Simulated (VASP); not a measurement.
# Si in VASP: a series of runs

Runs on Si. Level: LDA. Tasks: electric field gradients.

All numbers are computed with VASP 6.6.1; they aren't measurements. Logs are shortened: lines on timing, memory, paths and dates and some standing lists are left out, and cuts for length are marked.

## 1. The cell of the first run

It takes space group Imma (No. 74, orthorhombic). The conventional cell has a = 4.410 Å, b = 4.640 Å, c = 2.498 Å, α = 90.00°, β = 90.00°, γ = 90.00°. Si (site symmetry mm2) has 10 Si at 2.34 to 3.21 Å within 3.3 Å.

## 2. Electric field gradients, LDA (12.78 Å³/atom)

Contents of INCAR:

```
SYSTEM = Si
ALGO = Normal
EDIFF = 1E-8
ENCUT = 520
ISIF = 2
ISMEAR = -1
LASPH = .True.
LCHARG = .False.
LEFG = .True.
LREAL = .False.
LWAVE = .False.
NBANDS = 11
NELM = 100
PREC = Accurate
SIGMA = 0.05
```

Contents of KPOINTS:

```
k-points
0
Gamma
  16 16 16
  0 0 0
```

Contents of POSCAR:

```
Si
1.0
   -2.2050483307      2.3201496985      1.2489722886
    2.2050483307     -2.3201496985      1.2489722886
    2.2050483307      2.3201496985     -1.2489722886
Si
2
Direct
    0.8070000000      0.5570000000      0.2500000000
    0.1930000000      0.4430000000      0.7500000000
```

Potentials or basis: VASP PAW LDA potentials, release 64 (Si).

On the command line:

```console
$ cat potpaw_LDA.64/Si/POTCAR > POTCAR
$ mpirun -np 1 vasp_std > vasp.out
```

OUTCAR:

```text
SYSTEM = Si
   EDIFF = 1E-8
   ENCUT = 520
   ISIF = 2
   ISMEAR = -1
   LASPH = .True.
   LREAL = .False.
   NELM = 100
   PREC = Accurate

 ion  position               nearest neighbor table
   1  0.807  0.557  0.250-   2 2.34   2 2.34   2 2.41   2 2.41   2 2.69   2 2.69
   2  0.193  0.443  0.750-   1 2.34   1 2.34   1 2.41   1 2.41   1 2.69   1 2.69

  LATTYP: Found a body centered orthorhombic cell.
 ALAT       =     2.4979445772
 B/A-ratio  =     1.7654901961
 C/A-ratio  =     1.8576470588

  Lattice vectors:

 A1 = (   2.2050483307,  -2.3201496985,   1.2489722886)
 A2 = (  -2.2050483307,  -2.3201496985,  -1.2489722886)
 A3 = (   2.2050483307,   2.3201496985,  -1.2489722886)

Analysis of symmetry for initial positions (statically):
=====================================================================
 Subroutine PRICEL returns:
 Original cell was already a primitive cell.

 Routine SETGRP: Setting up the symmetry group for a
 body centered orthorhombic supercell.

 Subroutine GETGRP returns: Found  8 space group operations
 (whereof  4 operations were pure point group operations)
 out of a pool of  8 trial point group operations.

The static configuration has the point symmetry C_2h.
 The point group associated with its full space group is D_2h.

Analysis of symmetry for dynamics (positions and initial velocities):
=====================================================================
 Subroutine PRICEL returns:
 Original cell was already a primitive cell.

 Routine SETGRP: Setting up the symmetry group for a
 body centered orthorhombic supercell.

 Subroutine GETGRP returns: Found  8 space group operations
 (whereof  4 operations were pure point group operations)
 out of a pool of  8 trial point group operations.

The dynamic configuration has the point symmetry C_2h.
 The point group associated with its full space group is D_2h.

 Subroutine INISYM returns: Found  8 space group operations
 (whereof  4 operations are pure point group operations),
 and found     1 'primitive' translations

----------------------------------------------------------------------------------------

                                     Primitive cell

  volume of cell :      25.5592

  direct lattice vectors                    reciprocal lattice vectors
    -2.205048331  2.320149698  1.248972289     0.000000000  0.215503336  0.400329138
     2.205048331 -2.320149698  1.248972289     0.226752400  0.000000000  0.400329138
     2.205048331  2.320149698 -1.248972289     0.226752400  0.215503336  0.000000000

  length of vectors
     3.435879006  3.435879006  3.435879006     0.454648333  0.460087024  0.312823174

  position of ions in fractional coordinates (direct lattice)
     0.807000000  0.557000000  0.250000000
     0.193000000  0.443000000  0.750000000

  ion indices of the primitive-cell ions
   primitive index   ion index
                 1           1
                 2           2

----------------------------------------------------------------------------------------

 KPOINTS: k-points

Automatic generation of k-mesh.
 Grid dimensions read from file:
 generate k-points for:   16   16   16

 Generating k-lattice:

  Cartesian coordinates                     Fractional coordinates (reciprocal lattice)
     0.000000000  0.013468958  0.025020571     0.062500000  0.000000000  0.000000000
     0.014172025  0.000000000  0.025020571    -0.000000000  0.062500000  0.000000000
     0.014172025  0.013468958  0.000000000    -0.000000000  0.000000000  0.062500000

  Length of vectors
     0.028415521  0.028755439  0.019551448

  Shift w.r.t. Gamma in fractional coordinates (k-lattice)
     0.000000000  0.000000000  0.000000000

 Subroutine IBZKPT returns following result:
 ===========================================

 Found    621 irreducible k-points:

 Following reciprocal coordinates:
            Coordinates               Weight
  0.000000  0.000000  0.000000      1.000000
  0.062500  0.000000 -0.000000      4.000000
  0.125000  0.000000 -0.000000      4.000000
  0.187500  0.000000  0.000000      4.000000
  0.250000  0.000000 -0.000000      4.000000
  0.312500  0.000000 -0.000000      4.000000
[... 16 lines left out ...]
 -0.187500  0.062500  0.000000      8.000000
 -0.125000  0.062500  0.000000      8.000000
 [... further k-points ...]
   k-points           NKPTS =    621   k-points in BZ     NKDIM =    621   number of bands    NBANDS=     11
   number of dos      NEDOS =    301   number of ions     NIONS =      2
   total plane-waves  NPLWV =  21952
   dimension x,y,z NGX =    28 NGY =   28 NGZ =   28
   dimension x,y,z NGXF=    56 NGYF=   56 NGZF=   56
   ions per type =               2
   NGX,Y,Z   is equivalent  to a cutoff of  13.55, 13.55, 13.55 a.u.
   NGXF,Y,Z  is equivalent  to a cutoff of  27.10, 27.10, 27.10 a.u.
 SYSTEM =  Si
   PREC   = accura    normal or accurate (medium, high low for compatibility)
   ISTART =      0    job   : 0-new  1-cont  2-samecut
   ICHARG =      2    charge: 1-file 2-atom 10-const
   ISPIN  =      1    spin polarized calculation?
   LNONCOLLINEAR =      F non collinear calculations
   LSORBIT =      F    spin-orbit coupling
   LASPH  =      T    aspherical Exc in radial PAW
   ENCUT  =  520.0 eV  38.22 Ry    6.18 a.u.   6.39  6.39  6.39*2*pi/ulx,y,z
   NELM   =    100;   NELMIN=  2; NELMDL= -5     # of ELM steps
   EDIFF  = 0.1E-07   stopping-criterion for ELM
   LREAL  =      F    real-space projection
   EDIFFG = 0.1E-06   stopping-criterion for IOM
   NSW    =      0    number of steps for IOM
   IBRION =     -1    ionic relax: 0-MD 1-quasi-New 2-CG
   NFREE  =      0    steps in history (QN), initial steepest desc. (CG)
   ISIF   =      2    stress and relaxation
   ISYM   =      2    0-nonsym 1-usesym 2-fastsym
   POTIM  = 0.5000    time-step for ionic-motion
   TEBEG  =    0.0;   TEEND  =   0.0 temperature during run
   PSTRESS=    0.0 pullay stress
   NELECT =       8.0000    total number of electrons
   NUPDOWN=      -1.0000    fix difference up-down
   EMIN   =  10.00;   EMAX   =-10.00  energy-range for DOS
   EFERMI =   0.00;   METHOD = LEGACY
   ISMEAR =    -1;   SIGMA  =   0.05  broadening in eV -4-tet -1-fermi 0-gaus
   EFERMI_NEDOS =   21; number of points for ismear=-14 and -15
   IALGO  =     38    algorithm
   IMIX   =      4    mixing-type and parameters
     AMIX     =   0.40;   BMIX     =  1.00
     AMIX_MAG =   1.60;   BMIX_MAG =  1.00
  volume/ion in A,a.u.               =      12.78        86.24
  Fermi-wavevector in a.u.,A,eV,Ry     =   1.111533  2.100494 16.810087  1.235507
  Thomas-Fermi vector in A             =   2.248098
   LORBIT       =      0    0 simple, 1 ext, 2 COOP (PROOUT), +10 PAW based schemes
   GGA     = CA    functional components
   LHFCALC =     F    Hartree Fock is set to
   AEXX    =    0.0000 exact exchange contribution
   IVDW    =     0    specifies the selected vdW correction
   LEPSILON=     F    determine dielectric tensor
   LRPA    =     F    only Hartree local field effects (RPA)
 non-spin polarized calculation
  energy-cutoff  :      520.00
  volume of cell :       25.56
 maximum number of plane-waves:       704
 NGX is ok and might be reduce to    28
   NGX = 13   NGY = 13   NGZ = 13

 number of electron       8.0000000 magnetization

 Free energy of the ion-electron system (eV)
  ---------------------------------------------------
  ext. energy  EPLUGINS =         0.00000000
  ---------------------------------------------------
  free energy    TOTEN  =       -11.25127230 eV

  energy without entropy =      -11.24530721  energy(sigma->0) =      -11.24828975

 E-fermi :  11.5451     XC(G=0): -11.7083

 val. band max:       11.5413119507   @ k =  -0.4375   0.5000   0.0625
 cond. band min:      11.5479552656   @ k =   0.3750   0.1250   0.0000
 fundamental gap:      0.0066433149
 Fermi energy:        11.5451270569

 k-point     1 :       0.0000    0.0000    0.0000
  band No.  band energies     occupation
      1      -3.8033      2.00000
      2       8.4416      2.00000
      3       8.9630      2.00000
      4      10.0648      2.00000
      5      12.3821      0.00000
      6      19.4110      0.00000
      7      21.1073      0.00000
      8      21.9668      0.00000
      9      22.6951      0.00000
     10      22.8580      0.00000
     11      23.8698      0.00000
[... 309 lines left out ...]
 k-point    24 :      -0.1250    0.0625    0.0000
  band No.  band energies     occupation
      1      -3.5798      2.00000
      2       7.3268      2.00000
      3       8.6953      2.00000
      4      11.1338      1.99947
      5      13.4427      0.00000
      6      17.6265      0.00000
      7      20.1226      0.00000
      8      21.4146      0.00000
      9      21.9695      0.00000
     10      22.8748      0.00000
     11      24.3656      0.00000

 [... further k-points ...]
[... 5 lines left out ...]
  --------------------------------------------------------------------------------------
  -------------------------------------------------------------------------------------
  Total        3.3585991      4.0122709      3.3631450      0.0000000     -0.0000000      0.0000000
  in kB      210.5338053    251.5092207    210.8187659      0.0000000     -0.0000000      0.0000000
  external PRESSURE =     224.2872640 kB  Pullay stress =       0.0000000 kB

 VOLUME and BASIS-vectors are now :
 -----------------------------------------------------------------------------
  energy-cutoff  :      520.00
  volume of cell :       25.56
      direct lattice vectors                 reciprocal lattice vectors
    -2.205048331  2.320149698  1.248972289     0.000000000  0.215503336  0.400329138
     2.205048331 -2.320149698  1.248972289     0.226752400  0.000000000  0.400329138
     2.205048331  2.320149698 -1.248972289     0.226752400  0.215503336  0.000000000

 POSITION                                       TOTAL-FORCE (eV/Angst)
 -----------------------------------------------------------------------------------
     -0.00000      1.16007      1.39136        -0.000000     -0.000000     -0.045668
      2.20505      1.16007     -0.14238         0.000000      0.000000      0.045668
 -----------------------------------------------------------------------------------
    total drift:                                0.000000     -0.000000     -0.000000

  FREE ENERGIE OF THE ION-ELECTRON SYSTEM (eV)
  ---------------------------------------------------
  free  energy   TOTEN  =       -11.2512722990 eV

  energy  without entropy=      -11.2453072065  energy(sigma->0) =      -11.24828975

 Electric field gradients (V/A^2)
---------------------------------------------------------------------
 ion       V_xx      V_yy      V_zz      V_xy      V_xz      V_yz
---------------------------------------------------------------------
   1      10.844   -28.183    17.339     0.000     0.000     0.000
   2      10.844   -28.183    17.339     0.000     0.000     0.000
---------------------------------------------------------------------

 Electric field gradients after diagonalization (V/A^2)
 (convention: |V_zz| > |V_xx| > |V_yy|)
----------------------------------------------------------------------
 ion       V_xx      V_yy      V_zz     asymmetry (V_yy - V_xx)/ V_zz
----------------------------------------------------------------------
   1      17.339    10.844   -28.183       0.230
   2      17.339    10.844   -28.183       0.230
----------------------------------------------------------------------

           NMR quadrupolar parameters

 Cq : quadrupolar parameter    Cq=e*Q*V_zz/h
 eta: asymmetry parameters     (V_yy - V_xx)/ V_zz
 Q  : nuclear electric quadrupole moment in mb (millibarn)
----------------------------------------------------------------------
 ion       Cq(MHz)       eta       Q (mb)
----------------------------------------------------------------------
   1      -0.068       0.230       1.000
   2      -0.068       0.230       1.000
----------------------------------------------------------------------
```

It took 4 min on 1 thread of Intel Xeon 8259CL, shared host; peak memory 0.25 GiB.

What came out:

```
Free energy                             : -11.2513 eV
Pressure                                : 22.4 GPa
Largest force                           : 0.046 eV/Å
Band gap on the k mesh                  : zero (bands 4 and 5 overlap by 7.80 eV)
Largest electric field gradient by atom : Si -28.2 V/Å²
```

Forces on the atoms (eV/Å):
```
Si   0.000  0.000 -0.046
Si   0.000  0.000  0.046
```

Stress tensor (GPa, compression positive):
```
21.05  0.00  0.00
 0.00 25.15  0.00
 0.00  0.00 21.08
```

Levels at points of the mesh, in eV from the Fermi level:
| k point | band 2 | band 3 | band 4 | band 5 | band 6 | band 7 |
| --- | --- | --- | --- | --- | --- | --- |
| (0.00, 0.00, 0.00) | -3.10 | -2.58 | -1.48 | 0.84 | 7.87 | 9.56 |
| (0.50, 0.00, 0.00) | -7.94 | -1.82 | -1.47 | -1.24 | -0.12 | 5.11 |
| (0.00, 0.50, 0.00) | -7.68 | -2.94 | -2.29 | -1.25 | 0.84 | 5.45 |
| (0.50, 0.50, 0.00) | -11.86 | 0.11 | 0.11 | 3.05 | 3.05 | 9.07 |
| (0.50, 0.50, 0.50) | -8.35 | -8.09 | -7.79 | 6.01 | 6.62 | 14.98 |

Electric field gradients, principal values (V/Å²):
| atom | least | middle | greatest (by size) |
| --- | --- | --- | --- |
| 1 Si | 10.844 | 17.339 | -28.183 |
| 2 Si | 10.844 | 17.339 | -28.183 |

Caveat: the cell stands under pressure; without QUAD_EFG the Cq values of the log hold for a quadrupole moment of 1 mb, not for the nuclei.

(Continued in part 2 of 2.)
